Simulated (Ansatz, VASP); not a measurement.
## Two plane-wave programs on Ca

```
CELL_PARAMETERS angstrom
0.00000 2.72739 2.72739
2.72739 0.00000 2.72739
2.72739 2.72739 0.00000
ATOMIC_POSITIONS crystal
Ca 0.00000 0.00000 0.00000
```

Alike in both runs: functional PBEsol; k mesh 16 × 16 × 16; occupations fermi-dirac, width 0.05 eV; no spin polarisation.

Ansatz relaxed the structure, and its values are those at the end. VASP's run is a single point on that final structure, the one shown.

```csv
,VASP,Ansatz
version,VASP 6.6.1,Ansatz 0.2.0
potentials or method,"VASP PAW PBE potentials, release 64 (Ca_sv)","PAW with Ansatz's default frozen-core files, scalar-relativistic"
plane-wave cutoff (eV),520,420
valence electrons in the cell,10,10
```

```csv
,VASP,Ansatz,Ansatz less VASP
pressure (GPa),0.0,0.0,0.00
```

VASP's potentials were made for PBE, not for PBEsol.
